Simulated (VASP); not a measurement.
Set up this calculation in VASP 6.6.1, as the native input.

```yaml
Task: single point
Functional: HSE06
Potentials_or_basis: VASP PAW PBE potentials, release 64 (Be, Te)
Cutoff: 520 eV
k_mesh: 4 × 4 × 4
Occupations: fermi-dirac, width 0.05 eV
Spin: no spin polarisation
Dipole_correction: no
Grid_for_exact_exchange_PRECFOCK: Normal
Further_INCAR_settings: ALGO = Normal; EDIFF = 1e-06; NBANDS = 11
Share_of_exact_exchange: 0.25
Screening_parameter: 0.2079 1/Å
```

BeTe:

```xyz
2
Lattice="1.7870 -4.7975 0.0000 1.7870 4.7975 0.0000 0.0000 0.0000 3.5692" Properties=species:S:1:pos:R:3 pbc="T T T"
Be    1.7870    0.0000    1.7846
Te    0.0000    0.0000    0.0000
```

These files were run (other wordings do the same):

POSCAR

```
BeTe
1.0
    1.7870000000     -4.7974500000      0.0000000000
    1.7870000000      4.7974500000      0.0000000000
    0.0000000000      0.0000000000      3.5691500000
Be Te
1 1
Direct
    0.5000000000      0.5000000000      0.5000000000
    0.0000000000      0.0000000000      0.0000000000
```

INCAR.step1

```
SYSTEM = BeTe
PREC = Accurate
ENCUT = 520
EDIFF = 1E-5
ISMEAR = -1
SIGMA = 0.05
LREAL = .FALSE.
LASPH = .TRUE.
NELM = 80
ALGO = Normal
ISIF = 2
LWAVE = .TRUE.
LCHARG = .FALSE.
NBANDS = 11
GGA = PE
```

INCAR.step2

```
SYSTEM = BeTe
PREC = Accurate
ENCUT = 520
EDIFF = 1E-6
ISMEAR = -1
SIGMA = 0.05
LREAL = .FALSE.
LASPH = .TRUE.
NELM = 80
ALGO = Normal
ISIF = 2
LWAVE = .FALSE.
LCHARG = .FALSE.
GGA = PE
LHFCALC = .TRUE.
HFSCREEN = 0.2079
PRECFOCK = Normal
NBANDS = 11
ISTART = 1
```

KPOINTS

```
regular mesh
0
G
  4 4 4
  0 0 0
```

Potentials or basis: VASP PAW PBE potentials, release 64 (Be, Te).

Launch:

```sh
$ cat potpaw_PBE.64/Be/POTCAR potpaw_PBE.64/Te/POTCAR > POTCAR
$ cp INCAR.step1 INCAR
$ mpirun -np 1 vasp_std > vasp.out
$ cp INCAR.step2 INCAR
$ mpirun -np 1 vasp_std > vasp.out
```

Results of the run:

The pressure is -0.8 GPa and the band gap on the k mesh is zero (bands 4 and 5 overlap by 1.40 eV).

Caveat: the k points lie up to 0.47 Å⁻¹ apart, too coarse for converged energies and pressures of a metal; the PAW data sets were made with another functional, which shifts forces and pressure a little; spin-orbit coupling is left out, which moves the levels of the heavy elements.

Run time: 14 min on 1 thread of Intel(R) Xeon(R) Platinum 8488C (Sapphire Rapids), on a shared host, peak memory 0.31 GiB.
